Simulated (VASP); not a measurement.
# MgSi (P4/mmm) in VASP: notebook

MgSi is run at these levels: LDA; tasks: single point, relaxation of volume and atoms at fixed shape.

Program: VASP 6.6.1. These are calculated values, not measurements. Logs are shortened: lines on timing, memory, paths and dates and some standing lists are left out, and cuts for length are marked.

### Step 1. The cell of the first run

The structure is tetragonal, space group P4/mmm (No. 123). The conventional cell has a = 2.855 Å, b = 2.855 Å, c = 4.027 Å, α = 90.00°, β = 90.00°, γ = 90.00°. Within 3.8 Å of Mg (site symmetry 4/mmm) lie 8 Si at 2.85 Å and 4 Mg at 2.85 Å. Si (site symmetry 4/mmm) has 8 Mg at 2.85 Å and 4 Si at 2.85 Å within 3.8 Å.

### Step 2. Single point, LDA

INCAR

```
ALGO = Normal ; EDIFF = 1E-7
ENCUT = 520 ; GGA = CA
ISIF = 2 ; ISMEAR = -1
LASPH = T ; LCHARG = F
LREAL = F ; LWAVE = F
NBANDS = 10 ; NELM = 80
PREC = Accurate ; SIGMA = 0.05
```

KPOINTS

```
k-points
0
Gamma
  8 8 6
```

POSCAR

```
MgSi
1.0
    2.8545049339      0.0000000000      0.0000000000
    0.0000000000      2.8545049339      0.0000000000
    0.0000000000      0.0000000000      4.0273954001
Mg Si
1 1
Direct
    0.0000000000      0.0000000000      0.0000000000
    0.5000000000      0.5000000000      0.5000000000
```

Potentials or basis: VASP PAW LDA potentials, release 64 (Mg, Si).

Run with:

```
cat potpaw_LDA.64/Mg/POTCAR potpaw_LDA.64/Si/POTCAR > POTCAR
mpirun -np 1 vasp_std > vasp.out
```

OUTCAR:

```text
EDIFF = 1E-7
   ENCUT = 520
   GGA = CA
   ISIF = 2
   ISMEAR = -1
   LASPH = T
   LREAL = F
   NELM = 80
   PREC = Accurate

 ion  position               nearest neighbor table
   1  0.000  0.000  0.000-   2 2.85   2 2.85   2 2.85   2 2.85   2 2.85   2 2.85   2 2.85   2 2.85

   2  0.500  0.500  0.500-   1 2.85   1 2.85   1 2.85   1 2.85   1 2.85   1 2.85   1 2.85   1 2.85

  LATTYP: Found a simple tetragonal cell.
 ALAT       =     2.8545049339
 C/A-ratio  =     1.4108910278

  Lattice vectors:

 A1 = (   2.8545049339,   0.0000000000,   0.0000000000)
 A2 = (   0.0000000000,   2.8545049339,   0.0000000000)
 A3 = (   0.0000000000,   0.0000000000,   4.0273954001)

Analysis of symmetry for initial positions (statically):
=====================================================================
 Subroutine PRICEL returns:
 Original cell was already a primitive cell.

 Routine SETGRP: Setting up the symmetry group for a
 simple tetragonal supercell.

 Subroutine GETGRP returns: Found 16 space group operations
 (whereof 16 operations were pure point group operations)
 out of a pool of 16 trial point group operations.

The static configuration has the point symmetry D_4h.

Analysis of symmetry for dynamics (positions and initial velocities):
=====================================================================
 Subroutine PRICEL returns:
 Original cell was already a primitive cell.

 Routine SETGRP: Setting up the symmetry group for a
 simple tetragonal supercell.

 Subroutine GETGRP returns: Found 16 space group operations
 (whereof 16 operations were pure point group operations)
 out of a pool of 16 trial point group operations.

The dynamic configuration has the point symmetry D_4h.

 Subroutine INISYM returns: Found 16 space group operations
 (whereof 16 operations are pure point group operations),
 and found     1 'primitive' translations

----------------------------------------------------------------------------------------

                                     Primitive cell

  volume of cell :      32.8160

  direct lattice vectors                    reciprocal lattice vectors
     2.854504934  0.000000000  0.000000000     0.350323444  0.000000000  0.000000000
     0.000000000  2.854504934  0.000000000     0.000000000  0.350323444  0.000000000
     0.000000000  0.000000000  4.027395400     0.000000000  0.000000000  0.248299434

  length of vectors
     2.854504934  2.854504934  4.027395400     0.350323444  0.350323444  0.248299434

  position of ions in fractional coordinates (direct lattice)
     0.000000000  0.000000000  0.000000000
     0.500000000  0.500000000  0.500000000

  ion indices of the primitive-cell ions
   primitive index   ion index
                 1           1
                 2           2

----------------------------------------------------------------------------------------

 KPOINTS: k-points

Automatic generation of k-mesh.
 Grid dimensions read from file:
 generate k-points for:    8    8    6

 Generating k-lattice:

  Cartesian coordinates                     Fractional coordinates (reciprocal lattice)
     0.043790431  0.000000000  0.000000000     0.125000000  0.000000000  0.000000000
     0.000000000  0.043790431  0.000000000     0.000000000  0.125000000  0.000000000
     0.000000000  0.000000000  0.041383239     0.000000000  0.000000000  0.166666667

  Length of vectors
     0.043790431  0.043790431  0.041383239

  Shift w.r.t. Gamma in fractional coordinates (k-lattice)
     0.000000000  0.000000000  0.000000000

 Subroutine IBZKPT returns following result:
 ===========================================

 Found     60 irreducible k-points:

 Following reciprocal coordinates:
            Coordinates               Weight
  0.000000  0.000000  0.000000      1.000000
  0.125000  0.000000  0.000000      4.000000
  0.250000  0.000000  0.000000      4.000000
  0.375000  0.000000  0.000000      4.000000
  0.500000  0.000000  0.000000      2.000000
  0.125000  0.125000  0.000000      4.000000
[... 16 lines left out ...]
  0.375000  0.125000  0.166667     16.000000
  0.500000  0.125000  0.166667      8.000000
 [... further k-points ...]
   k-points           NKPTS =     60   k-points in BZ     NKDIM =     60   number of bands    NBANDS=     10
   number of dos      NEDOS =    301   number of ions     NIONS =      2
   total plane-waves  NPLWV =  17280
   dimension x,y,z NGX =    24 NGY =   24 NGZ =   30
   dimension x,y,z NGXF=    48 NGYF=   48 NGZF=   60
   ions per type =               1   1
   NGX,Y,Z   is equivalent  to a cutoff of  13.98, 13.98, 12.38 a.u.
   NGXF,Y,Z  is equivalent  to a cutoff of  27.96, 27.96, 24.77 a.u.
 SYSTEM =  unknown system
   PREC   = accura    normal or accurate (medium, high low for compatibility)
   ISTART =      0    job   : 0-new  1-cont  2-samecut
   ICHARG =      2    charge: 1-file 2-atom 10-const
   ISPIN  =      1    spin polarized calculation?
   LNONCOLLINEAR =      F non collinear calculations
   LSORBIT =      F    spin-orbit coupling
   LASPH  =      T    aspherical Exc in radial PAW
   ENCUT  =  520.0 eV  38.22 Ry    6.18 a.u.   5.31  5.31  7.49*2*pi/ulx,y,z
   NELM   =     80;   NELMIN=  2; NELMDL= -5     # of ELM steps
   EDIFF  = 0.1E-06   stopping-criterion for ELM
   LREAL  =      F    real-space projection
   EDIFFG = 0.1E-05   stopping-criterion for IOM
   NSW    =      0    number of steps for IOM
   IBRION =     -1    ionic relax: 0-MD 1-quasi-New 2-CG
   NFREE  =      0    steps in history (QN), initial steepest desc. (CG)
   ISIF   =      2    stress and relaxation
   ISYM   =      2    0-nonsym 1-usesym 2-fastsym
   POTIM  = 0.5000    time-step for ionic-motion
   TEBEG  =    0.0;   TEEND  =   0.0 temperature during run
   PSTRESS=    0.0 pullay stress
   NELECT =       6.0000    total number of electrons
   NUPDOWN=      -1.0000    fix difference up-down
   EMIN   =  10.00;   EMAX   =-10.00  energy-range for DOS
   EFERMI =   0.00;   METHOD = LEGACY
   ISMEAR =    -1;   SIGMA  =   0.05  broadening in eV -4-tet -1-fermi 0-gaus
   EFERMI_NEDOS =   21; number of points for ismear=-14 and -15
   IALGO  =     38    algorithm
   IMIX   =      4    mixing-type and parameters
     AMIX     =   0.40;   BMIX     =  1.00
     AMIX_MAG =   1.60;   BMIX_MAG =  1.00
  volume/ion in A,a.u.               =      16.41       110.73
  Fermi-wavevector in a.u.,A,eV,Ry     =   0.929173  1.755883 11.746762  0.863363
  Thomas-Fermi vector in A             =   2.055428
   LORBIT       =      0    0 simple, 1 ext, 2 COOP (PROOUT), +10 PAW based schemes
   GGA     = CA    functional components
   LHFCALC =     F    Hartree Fock is set to
   AEXX    =    0.0000 exact exchange contribution
   IVDW    =     0    specifies the selected vdW correction
   LEPSILON=     F    determine dielectric tensor
   LRPA    =     F    only Hartree local field effects (RPA)
 non-spin polarized calculation
  energy-cutoff  :      520.00
  volume of cell :       32.82
 maximum number of plane-waves:       904
 NGX is ok and might be reduce to    24
   NGX = 11   NGY = 11   NGZ = 15

 number of electron       6.0000000 magnetization

 Free energy of the ion-electron system (eV)
  ---------------------------------------------------
  ext. energy  EPLUGINS =         0.00000000
  ---------------------------------------------------
  free energy    TOTEN  =        -7.73739983 eV

  energy without entropy =       -7.73413280  energy(sigma->0) =       -7.73576631

 E-fermi :   6.4688     XC(G=0): -10.2759

 val. band max:        6.4337755224   @ k =   0.3750   0.0000   0.5000
 cond. band min:       6.5866442273   @ k =   0.3750   0.2500   0.0000
 fundamental gap:      0.1528687049
 Fermi energy:         6.4688231962

 k-point     1 :       0.0000    0.0000    0.0000
  band No.  band energies     occupation
      1      -5.0302      2.00000
      2       3.6048      2.00000
      3       5.5272      2.00000
      4      11.1187      0.00000
      5      11.1187      0.00000
      6      12.0165      0.00000
      7      15.2907      0.00000
      8      19.2679      0.00000
      9      19.2679      0.00000
     10      19.6944      0.00000

 k-point     2 :       0.1250    0.0000    0.0000
  band No.  band energies     occupation
      1      -4.7565      2.00000
      2       3.8437      2.00000
      3       5.7988      2.00000
      4       8.1812      0.00000
      5      11.3323      0.00000
      6      13.5642      0.00000
      7      16.5413      0.00000
      8      16.9327      0.00000
      9      18.2336      0.00000
     10      19.5282      0.00000

 k-point     3 :       0.2500    0.0000    0.0000
  band No.  band energies     occupation
      1      -3.9458      2.00000
      2       4.5458      2.00000
      3       4.8933      2.00000
      4       6.6546      0.04752
      5      11.9492      0.00000
      6      13.3625      0.00000
      7      14.4918      0.00000
      8      15.0744      0.00000
      9      20.2939      0.00000
     10      20.5856      0.00000

 k-point     4 :       0.3750    0.0000    0.0000
  band No.  band energies     occupation
      1      -2.6535      2.00000
      2       2.1047      2.00000
      3       5.6188      2.00000
      4       7.9465      0.00000
      5      10.7544      0.00000
      6      12.4043      0.00000
      7      12.8379      0.00000
      8      15.9439      0.00000
      9      18.4004      0.00000
     10      20.3623      0.00000
[... 222 lines left out ...]
 k-point    22 :       0.2500    0.1250    0.1667
  band No.  band energies     occupation
      1      -3.4818      2.00000
      2       3.1296      2.00000
      3       5.3025      2.00000
      4       8.9456      0.00000
      5       9.5663      0.00000
      6      11.9099      0.00000
      7      15.6387      0.00000
      8      17.5519      0.00000
      9      17.6729      0.00000
     10      18.4171      0.00000

 k-point    23 :       0.3750    0.1250    0.1667
  band No.  band energies     occupation
      1      -2.1983      2.00000
      2       2.5357      2.00000
      3       4.3146      2.00000
      4       9.1636      0.00000
      5      10.1896      0.00000
      6      10.6465      0.00000
      7      14.6957      0.00000
      8      15.5657      0.00000
      9      17.2112      0.00000
     10      19.1305      0.00000

 k-point    24 :       0.5000    0.1250    0.1667
  band No.  band energies     occupation
      1      -1.0497      2.00000
      2       0.8855      2.00000
      3       5.2614      2.00000
      4       7.7674      0.00000
      5      11.0551      0.00000
      6      11.4787      0.00000
      7      13.3741      0.00000
      8      14.3539      0.00000
      9      17.8149      0.00000
     10      19.8740      0.00000

 [... further k-points ...]

------------------------ aborting loop because EDIFF is reached ----------------------------------------

  FORCE on cell =-STRESS in cart. coord.  units (eV):
  Direction    XX          YY          ZZ          XY          YZ          ZX
  --------------------------------------------------------------------------------------
  -------------------------------------------------------------------------------------
  Total        0.1670729      0.1670729     -0.5726633      0.0000000      0.0000000      0.0000000
  in kB        8.1570058      8.1570058    -27.9591591      0.0000000      0.0000000      0.0000000
  external PRESSURE =      -3.8817159 kB  Pullay stress =       0.0000000 kB

 VOLUME and BASIS-vectors are now :
 -----------------------------------------------------------------------------
  energy-cutoff  :      520.00
  volume of cell :       32.82
      direct lattice vectors                 reciprocal lattice vectors
     2.854504934  0.000000000  0.000000000     0.350323444  0.000000000  0.000000000
     0.000000000  2.854504934  0.000000000     0.000000000  0.350323444  0.000000000
     0.000000000  0.000000000  4.027395400     0.000000000  0.000000000  0.248299434

 POSITION                                       TOTAL-FORCE (eV/Angst)
 -----------------------------------------------------------------------------------
      0.00000      0.00000      0.00000         0.000000      0.000000      0.000000
      1.42725      1.42725      2.01370         0.000000      0.000000      0.000000
 -----------------------------------------------------------------------------------
    total drift:                               -0.000000     -0.000000     -0.000000

  FREE ENERGIE OF THE ION-ELECTRON SYSTEM (eV)
  ---------------------------------------------------
  free  energy   TOTEN  =        -7.7373998286 eV

  energy  without entropy=       -7.7341328001  energy(sigma->0) =       -7.73576631
```

It took 14 s on 1 thread of AMD EPYC 7R13 (Zen 3), shared host; peak memory 0.11 GiB.

Results:

```
Free energy            : -7.7374 eV
Pressure               : -0.4 GPa
Band gap on the k mesh : zero (band 3 reaches 11.63 eV, above the bottom of band 4 at 4.86 eV)
```

Stress tensor (GPa, compression positive):
```
 0.82  0.00  0.00
 0.00  0.82  0.00
 0.00  0.00 -2.80
```

### Step 3. Relaxation of volume and atoms at fixed shape, LDA

This run uses another cell than the first one, of 17.35 Å³/atom, 1.058 times its volume.

INCAR

```
SYSTEM = MgSi
  PREC = Accurate
  ENCUT = 600
  EDIFF = 1E-6
  ISMEAR = -1
  SIGMA = 0.05
  LREAL = .False.
  LASPH = .True.
  NELM = 60
  ALGO = Normal
  ISIF = 8
  LWAVE = .False.
  LCHARG = .False.
  GGA = CA
  IBRION = 2
  NSW = 80
  EDIFFG = -0.03
```

KPOINTS

```
Automatic mesh
0
Gamma
  8 8 6
  0 0 0
```

POSCAR

```
MgSi
1.0
    2.9083940000      0.0000000000      0.0000000000
    0.0000000000      2.9083940000      0.0000000000
    0.0000000000      0.0000000000      4.1034270000
Mg Si
1 1
Direct
    0.0000000000      0.0000000000      0.0000000000
    0.5000000000      0.5000000000      0.5000000000
```

Potentials or basis: VASP PAW LDA potentials, release 64 (Mg, Si).

Run with:

```
cat potpaw_LDA.64/Mg/POTCAR potpaw_LDA.64/Si/POTCAR > POTCAR
mpirun -np 1 vasp_std > vasp.out
```

It took 15 s on 1 thread of AMD EPYC 7R13 (Zen 3), shared host; peak memory 0.13 GiB.

It converged, with:

- Free energy: -7.7378 eV
- Relaxed volume: 16.30 Å³/atom
- Relaxed cell: a = 2.848 Å, b = 2.848 Å, c = 4.018 Å, α = 90.00°, β = 90.00°, γ = 90.00°
- Space group after relaxing (to 0.05 Å): P4/mmm (No. 123)
- Energy gained by relaxing: 13.5 meV/atom
- Ionic steps: 2
- Pressure after relaxing: 0.1 GPa
- Band gap on the k mesh: zero (band 3 reaches 11.72 eV, above the bottom of band 4 at 4.92 eV)

Stress tensor (GPa, compression positive):
```
 1.30  0.00  0.00
 0.00  1.30  0.00
 0.00  0.00 -2.26
```

The path:
```tsv
step	energy change (eV)	largest force (eV/Å)	pressure (GPa)	volume (Å³)
1	0.0000	0.0000	-3.97	34.71
2	-0.0271	0.0000	0.11	32.60
```

Final structure:
```
Mg Si
1.0
     2.84809    0.00000    0.00000
     0.00000    2.84809    0.00000
     0.00000    0.00000    4.01835
Mg Si
1 1
Cartesian
  0.0000 0.0000 0.0000
  1.4240 1.4240 2.0092
```

Levels at points of the mesh, in eV from the Fermi level:
```csv
k point,band 1,band 2,band 3,band 4,band 5,band 6,band 7
"(0.00, 0.00, 0.00)",-11.54,-2.88,-0.94,4.68,4.68,5.55,8.88
"(0.50, 0.00, 0.00)",-7.98,-6.06,-0.06,2.70,2.98,4.34,6.99
"(0.50, 0.50, 0.00)",-4.24,-3.12,-3.12,0.40,3.00,5.67,5.67
"(0.00, 0.00, 0.50)",-10.44,-7.36,5.19,5.19,6.97,8.00,8.73
"(0.50, 0.00, 0.50)",-7.02,-5.04,-3.92,-1.62,7.64,10.41,10.75
"(0.50, 0.50, 0.50)",-3.08,-2.32,-2.32,-0.62,1.24,1.24,1.33
```
